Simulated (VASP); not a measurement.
# Cu3N (Pm-3m) in VASP: settings compared, part 2 of 4

VASP 6.6.1. The steps go on from the part before.

### 3 Relaxation of cell and atoms, PBE

This run uses another cell than the first one, of 13.79 Å³/atom.

Contents of INCAR:

```
  ALGO = Normal
  EDIFF = 1E-7
  EDIFFG = -0.01
  ENCUT = 600
  GGA = PE
  GGA_COMPAT = False
  IBRION = 2
  ISIF = 3
  ISMEAR = -1
  LASPH = True
  LCHARG = False
  LREAL = False
  LWAVE = False
  NELM = 120
  NELMIN = 4
  NSW = 80
  PREC = Accurate
  SIGMA = 0.1
```

Contents of KPOINTS:

```
k-points
0
Gamma
  8 8 8
```

Contents of POSCAR:

```
Cu3N
1.0
    3.8070000000      0.0000000000      0.0000000000
    0.0000000000      3.8070000000      0.0000000000
    0.0000000000      0.0000000000      3.8070000000
Cu N
3 1
Direct
    0.5000000000      0.0000000000      0.0000000000
    0.0000000000      0.5000000000      0.0000000000
    0.0000000000      0.0000000000      0.5000000000
    0.0000000000      0.0000000000      0.0000000000
```

Potentials or basis: VASP PAW PBE potentials, release 64 (Cu, N).

Run with:

```console
$ cat potpaw_PBE.64/Cu/POTCAR potpaw_PBE.64/N/POTCAR > POTCAR
$ mpirun -np 1 vasp_std > vasp.out
```

OUTCAR:

```text
EDIFF = 1E-7
   EDIFFG = -0.01
   ENCUT = 600
   GGA = PE
   IBRION = 2
   ISIF = 3
   ISMEAR = -1
   LASPH = True
   LREAL = False
   NELM = 120
   NELMIN = 4
   NSW = 80
   PREC = Accurate

 ion  position               nearest neighbor table
   1  0.500  0.000  0.000-   4 1.90   4 1.90   2 2.69   3 2.69   2 2.69   2 2.69   3 2.69   3 2.69
                             3 2.69   2 2.69
   2  0.000  0.500  0.000-   4 1.90   4 1.90   1 2.69   3 2.69   1 2.69   3 2.69   3 2.69   3 2.69
                             1 2.69   1 2.69
   3  0.000  0.000  0.500-   4 1.90   4 1.90   1 2.69   1 2.69   2 2.69   2 2.69   2 2.69   2 2.69
                             1 2.69   1 2.69
   4  0.000  0.000  0.000-   1 1.90   2 1.90   3 1.90   3 1.90   2 1.90   1 1.90

  LATTYP: Found a simple cubic cell.
 ALAT       =     3.8070000000

  Lattice vectors:

 A1 = (   3.8070000000,   0.0000000000,   0.0000000000)
 A2 = (   0.0000000000,   3.8070000000,   0.0000000000)
 A3 = (   0.0000000000,   0.0000000000,   3.8070000000)

Analysis of symmetry for initial positions (statically):
=====================================================================
 Subroutine PRICEL returns:
 Original cell was already a primitive cell.

 Routine SETGRP: Setting up the symmetry group for a
 simple cubic supercell.

 Subroutine GETGRP returns: Found 48 space group operations
 (whereof 48 operations were pure point group operations)
 out of a pool of 48 trial point group operations.

The static configuration has the point symmetry O_h .

Analysis of symmetry for dynamics (positions and initial velocities):
=====================================================================
 Subroutine PRICEL returns:
 Original cell was already a primitive cell.

 Routine SETGRP: Setting up the symmetry group for a
 simple cubic supercell.

 Subroutine GETGRP returns: Found 48 space group operations
 (whereof 48 operations were pure point group operations)
 out of a pool of 48 trial point group operations.

The dynamic configuration has the point symmetry O_h .

 Subroutine INISYM returns: Found 48 space group operations
 (whereof 48 operations are pure point group operations),
 and found     1 'primitive' translations

----------------------------------------------------------------------------------------

                                     Primitive cell

  volume of cell :      55.1758

  direct lattice vectors                    reciprocal lattice vectors
     3.807000000  0.000000000  0.000000000     0.262674022  0.000000000  0.000000000
     0.000000000  3.807000000  0.000000000     0.000000000  0.262674022  0.000000000
     0.000000000  0.000000000  3.807000000     0.000000000  0.000000000  0.262674022

  length of vectors
     3.807000000  3.807000000  3.807000000     0.262674022  0.262674022  0.262674022

  position of ions in fractional coordinates (direct lattice)
     0.500000000  0.000000000  0.000000000
     0.000000000  0.500000000  0.000000000
     0.000000000  0.000000000  0.500000000
     0.000000000  0.000000000  0.000000000

  ion indices of the primitive-cell ions
   primitive index   ion index
                 1           1
                 2           2
                 3           3
                 4           4

----------------------------------------------------------------------------------------

 KPOINTS: k-points

Automatic generation of k-mesh.
 Grid dimensions read from file:
 generate k-points for:    8    8    8

 Generating k-lattice:

  Cartesian coordinates                     Fractional coordinates (reciprocal lattice)
     0.032834253  0.000000000  0.000000000     0.125000000  0.000000000  0.000000000
     0.000000000  0.032834253  0.000000000     0.000000000  0.125000000  0.000000000
     0.000000000  0.000000000  0.032834253     0.000000000  0.000000000  0.125000000

  Length of vectors
     0.032834253  0.032834253  0.032834253

  Shift w.r.t. Gamma in fractional coordinates (k-lattice)
     0.000000000  0.000000000  0.000000000

 Subroutine IBZKPT returns following result:
 ===========================================

 Found     35 irreducible k-points:

 Following reciprocal coordinates:
            Coordinates               Weight
  0.000000  0.000000  0.000000      1.000000
  0.125000  0.000000  0.000000      6.000000
  0.250000  0.000000  0.000000      6.000000
  0.375000  0.000000  0.000000      6.000000
  0.500000  0.000000  0.000000      3.000000
  0.125000  0.125000  0.000000     12.000000
[... 16 lines left out ...]
  0.375000  0.375000  0.125000     24.000000
  0.500000  0.375000  0.125000     24.000000
 [... further k-points ...]
   k-points           NKPTS =     35   k-points in BZ     NKDIM =     35   number of bands    NBANDS=     23
   number of dos      NEDOS =    301   number of ions     NIONS =      4
   total plane-waves  NPLWV =  27000
   dimension x,y,z NGX =    30 NGY =   30 NGZ =   30
   dimension x,y,z NGXF=    60 NGYF=   60 NGZF=   60
   ions per type =               3   1
   NGX,Y,Z   is equivalent  to a cutoff of  13.10, 13.10, 13.10 a.u.
   NGXF,Y,Z  is equivalent  to a cutoff of  26.20, 26.20, 26.20 a.u.
 SYSTEM =  unknown system
   PREC   = accura    normal or accurate (medium, high low for compatibility)
   ISTART =      0    job   : 0-new  1-cont  2-samecut
   ICHARG =      2    charge: 1-file 2-atom 10-const
   ISPIN  =      1    spin polarized calculation?
   LNONCOLLINEAR =      F non collinear calculations
   LSORBIT =      F    spin-orbit coupling
   LASPH  =      T    aspherical Exc in radial PAW
   ENCUT  =  600.0 eV  44.10 Ry    6.64 a.u.   7.60  7.60  7.60*2*pi/ulx,y,z
   NELM   =    120;   NELMIN=  4; NELMDL= -5     # of ELM steps
   EDIFF  = 0.1E-06   stopping-criterion for ELM
   LREAL  =      F    real-space projection
   EDIFFG = -.1E-01   stopping-criterion for IOM
   NSW    =     80    number of steps for IOM
   IBRION =      2    ionic relax: 0-MD 1-quasi-New 2-CG
   NFREE  =      1    steps in history (QN), initial steepest desc. (CG)
   ISIF   =      3    stress and relaxation
   ISYM   =      2    0-nonsym 1-usesym 2-fastsym
   POTIM  = 0.5000    time-step for ionic-motion
   TEBEG  =    0.0;   TEEND  =   0.0 temperature during run
   PSTRESS=    0.0 pullay stress
   NELECT =      38.0000    total number of electrons
   NUPDOWN=      -1.0000    fix difference up-down
   EMIN   =  10.00;   EMAX   =-10.00  energy-range for DOS
   EFERMI =   0.00;   METHOD = LEGACY
   ISMEAR =    -1;   SIGMA  =   0.10  broadening in eV -4-tet -1-fermi 0-gaus
   EFERMI_NEDOS =   21; number of points for ismear=-14 and -15
   IALGO  =     38    algorithm
   IMIX   =      4    mixing-type and parameters
     AMIX     =   0.40;   BMIX     =  1.00
     AMIX_MAG =   1.60;   BMIX_MAG =  1.00
  volume/ion in A,a.u.               =      13.79        93.09
  Fermi-wavevector in a.u.,A,eV,Ry     =   1.445728  2.732029 28.437924  2.090128
  Thomas-Fermi vector in A             =   2.563877
   LORBIT       =      0    0 simple, 1 ext, 2 COOP (PROOUT), +10 PAW based schemes
   GGA     = PE    functional components
   LHFCALC =     F    Hartree Fock is set to
   AEXX    =    0.0000 exact exchange contribution
   IVDW    =     0    specifies the selected vdW correction
   LEPSILON=     F    determine dielectric tensor
   LRPA    =     F    only Hartree local field effects (RPA)
 conjugate gradient relaxation of ions
 non-spin polarized calculation
  energy-cutoff  :      600.00
  volume of cell :       55.18
 maximum number of plane-waves:      1856
   NGX = 15   NGY = 15   NGZ = 15

--------------------------------------- Ionic step        1  -------------------------------------------

 number of electron      37.9999955 magnetization

 Free energy of the ion-electron system (eV)
  ---------------------------------------------------
  ext. energy  EPLUGINS =         0.00000000
  ---------------------------------------------------
  free energy    TOTEN  =       -18.38376267 eV

  energy without entropy =      -18.37697931  energy(sigma->0) =      -18.38037099

 E-fermi :   5.1176     XC(G=0): -10.8211

 val. band max:        4.9703204344   @ k =   0.5000   0.5000   0.5000
 cond. band min:       5.1688968994   @ k =   0.5000   0.5000   0.0000
 fundamental gap:      0.1985764649
 Fermi energy:         5.1175751606

 k-point     1 :       0.0000    0.0000    0.0000
  band No.  band energies     occupation
      1     -11.9019      2.00000
      2      -0.2965      2.00000
      3       0.1778      2.00000
      4       0.1778      2.00000
      5       0.1778      2.00000
      6       1.0861      2.00000
[... 688 lines left out ...]
  energy  without entropy=      -18.3850106576  energy(sigma->0) =      -18.38767110

--------------------------------------- Ionic step        3  -------------------------------------------

 number of electron      37.9999918 magnetization

 Free energy of the ion-electron system (eV)
  ---------------------------------------------------
  ext. energy  EPLUGINS =         0.00000000
  ---------------------------------------------------
  free energy    TOTEN  =       -18.39216237 eV

  energy without entropy =      -18.38639297  energy(sigma->0) =      -18.38927767

 E-fermi :   4.9288     XC(G=0): -10.7148

 val. band max:        4.7490094425   @ k =   0.5000   0.5000   0.5000
 cond. band min:       5.0130051258   @ k =   0.5000   0.5000   0.0000
 fundamental gap:      0.2639956834
 Fermi energy:         4.9288247059

 k-point     1 :       0.0000    0.0000    0.0000
  band No.  band energies     occupation
      1     -11.9306      2.00000
      2      -0.3813      2.00000
      3       0.0795      2.00000
      4       0.0795      2.00000
      5       0.0795      2.00000
      6       0.9843      2.00000
[... 646 lines left out ...]
  FREE ENERGIE OF THE ION-ELECTRON SYSTEM (eV)
  ---------------------------------------------------
  free  energy   TOTEN  =       -18.3921623655 eV

  energy  without entropy=      -18.3863929654  energy(sigma->0) =      -18.38927767

 reached required accuracy - stopping structural energy minimisation
```

CONTCAR:

```text
Cu3N
   1.00000000000000
     3.8329011446260330    0.0000000000000000    0.0000000000000000
     0.0000000000000000    3.8329011446260330    0.0000000000000000
    -0.0000000000000000    0.0000000000000000    3.8329011446260330
  Cu              N
     3     1
Direct
     0.5000000000000000    0.0000000000000000    0.0000000000000000
     0.0000000000000000    0.5000000000000000    0.0000000000000000
     0.0000000000000000    0.0000000000000000    0.5000000000000000
     0.0000000000000000    0.0000000000000000    0.0000000000000000

  0.00000000E+00  0.00000000E+00  0.00000000E+00
  0.00000000E+00  0.00000000E+00  0.00000000E+00
  0.00000000E+00  0.00000000E+00  0.00000000E+00
  0.00000000E+00  0.00000000E+00  0.00000000E+00
```

Wall time 95 s (1 thread of Intel Xeon Platinum 8488C (Sapphire Rapids), shared host); peak memory 0.19 GiB.

What came out:

```
Free energy                           : -18.3922 eV
Relaxed volume                        : 14.08 Å³/atom
Relaxed cell                          : a = 3.833 Å, b = 3.833 Å, c = 3.833 Å, α = 90.00°, β = 90.00°, γ = 90.00°
Space group after relaxing (to 0.1 Å) : Pm-3m (No. 221)
Energy gained by relaxing             : 2.1 meV/atom
Ionic steps                           : 3
Pressure after relaxing               : 0.0 GPa
Band gap on the k mesh                : 0.26 eV (least direct gap 0.80 eV)
```

The path:
```csv
step,energy change (eV),largest force (eV/Å),pressure (GPa),volume (Å³)
1,0.0000,0.0000,2.42,55.18
2,-0.0066,0.0000,-1.08,56.85
3,-0.0084,0.0000,0.00,56.31
```

Final structure:
```cif
data_structure
_symmetry_space_group_name_H-M 'P 1'
_symmetry_Int_Tables_number 1
_cell_length_a 3.8329
_cell_length_b 3.8329
_cell_length_c 3.8329
_cell_angle_alpha 90.000
_cell_angle_beta 90.000
_cell_angle_gamma 90.000
_cell_volume 56.31
loop_
_atom_site_label
_atom_site_type_symbol
_atom_site_fract_x
_atom_site_fract_y
_atom_site_fract_z
_atom_site_occupancy
Cu1 Cu 0.50000 0.00000 0.00000 1
Cu2 Cu 0.00000 0.50000 0.00000 1
Cu3 Cu 0.00000 0.00000 0.50000 1
N1 N 0.00000 0.00000 0.00000 1
```

Levels at points of the mesh, in eV from the valence-band top:
```tsv
k point	band 16	band 17	band 18	band 19	band 20	band 21	band 22	band 23
(0.00, 0.00, 0.00)	-1.78	-1.78	-1.78	-1.74	0.96	5.24	5.24	6.59
(0.50, 0.00, 0.00)	-2.12	-1.78	-1.37	-1.37	1.53	3.32	6.69	7.19
(0.50, 0.50, 0.00)	-2.09	-1.04	-1.04	-0.66	0.26	3.51	4.80	4.80
(0.50, 0.50, 0.50)	-1.82	0.00	0.00	0.00	0.89	0.89	0.89	6.15
```

[end of part 2 of 4]
